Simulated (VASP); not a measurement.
**Sb: relaxation of cell and atoms with PBE0**

The system is Sb.

```
Sb
1.0
    -1.87134    1.87134    1.87134
     1.87134   -1.87134    1.87134
     1.87134    1.87134   -1.87134
Sb
1
Direct
  0.00000 0.00000 0.00000
```

```yaml
Program: VASP 6.6.1
Task: relaxation of cell and atoms
Functional: PBE0
Potentials_or_basis: VASP PAW PBE potentials, release 64 (Sb)
Cutoff: 600 eV
k_mesh: 5 × 5 × 5
Occupations: fermi-dirac, width 0.05 eV
Spin: no spin polarisation
Dipole_correction: no
Grid_for_exact_exchange_PRECFOCK: Normal
Further_INCAR_settings: ALGO = Normal; EDIFF = 1e-06; IBRION = 2; EDIFFG = -0.01; NSW = 60; ISIF = 3
```

```json
{
 "Relaxed volume": "25.07 Å³/atom",
 "Relaxed cell": "a = 3.193 Å, b = 3.193 Å, c = 3.193 Å, α = 109.47°, β = 109.47°, γ = 109.47°",
 "Space group after relaxing (to 0.05 Å)": "Im-3m (No. 229)",
 "Energy gained by relaxing": "12.7 meV/atom",
 "Ionic steps": "3",
 "Pressure after relaxing": "0.0 GPa"
}
```

Step by step:
```
step  energy change (eV)  largest force (eV/Å)  pressure (GPa)  volume (Å³)
   1              0.0000                0.0000           -3.44        26.21
   2             -0.0033                0.0000            3.38        24.13
   3             -0.0127                0.0000           -0.02        25.07
```

Final structure:
```
CELL_PARAMETERS angstrom
-1.84370 1.84370 1.84370
1.84370 -1.84370 1.84370
1.84370 1.84370 -1.84370
ATOMIC_POSITIONS crystal
Sb 0.00000 0.00000 0.00000
```

Levels at points of the mesh, in eV from the Fermi level:
```
           k point  band 1  band 2  band 3  band 4  band 5  band 6
(0.00, 0.00, 0.00)  -15.31    7.33    7.33    7.33   11.95   11.95
```

Wall time 2.6 min on 1 thread of Intel(R) Xeon(R) Platinum 8488C (Sapphire Rapids), with other jobs on the host, peak memory 0.17 GiB.

Caveat: the k points lie up to 0.48 Å⁻¹ apart in the final cell; the PAW data sets were made with another functional, which shifts forces and pressure a little; spin-orbit coupling is left out, which moves the levels of the heavy elements.
